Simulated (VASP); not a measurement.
Write the native input for VASP 6.6.1 that does the following.

```
Task                   : single point
Functional             : PBEsol
Potentials or basis    : VASP PAW PBE potentials, release 64 (Ti_sv, Al)
Cutoff                 : 500 eV
k mesh                 : 10 × 10 × 10
Occupations            : fermi-dirac, width 0.15 eV
Spin                   : no spin polarisation
Dipole correction      : no
Further INCAR settings : ALGO = Normal; EDIFF = 1e-06; NBANDS = 27
```

The structure of TiAl2 lies in POSCAR:

```
TiAl2
1.0
    1.9536125398     -6.0312110519      0.0000000000
    1.9536125398      6.0312110519      0.0000000000
    0.0000000000      0.0000000000      3.9678238906
Ti Al
2 4
Direct
    0.6562904827      0.3437095173      0.0000000000
    0.3437095173      0.6562904827      0.0000000000
    0.0000000000      0.0000000000      0.0000000000
    0.8271358965      0.1728641035      0.5000000000
    0.1728641035      0.8271358965      0.5000000000
    0.5000000000      0.5000000000      0.5000000000
```

One way to write it, as run:

INCAR

```
ALGO = Normal
EDIFF = 1E-6
ENCUT = 500
GGA = PS
GGA_COMPAT = False
ISIF = 2
ISMEAR = -1
LASPH = True
LCHARG = True
LELF = True
LREAL = False
LVHAR = True
LWAVE = False
NBANDS = 27
NELM = 120
PREC = Accurate
SIGMA = 0.15
```

KPOINTS

```
k-points
0
Gamma
  10 10 10
```

Potentials or basis: VASP PAW PBE potentials, release 64 (Ti_sv, Al).

Run with:

```console
$ cat potpaw_PBE.64/Ti_sv/POTCAR potpaw_PBE.64/Al/POTCAR > POTCAR
$ mpirun -np 1 vasp_std > vasp.out
```

It gave:

```json
{
  "Pressure": "0.1 GPa",
  "Largest force": "0.006 eV/Å",
  "Band gap on the k mesh": "zero (band 18 reaches 9.56 eV, above the bottom of band 19 at 8.00 eV)"
}
```

Caveat: the PAW data sets were made with another functional, which shifts forces and pressure a little.

It took 5.1 min on 1 thread of AMD EPYC 9R45 96-Core Processor (Zen 5), on a shared host, peak memory 0.47 GiB.
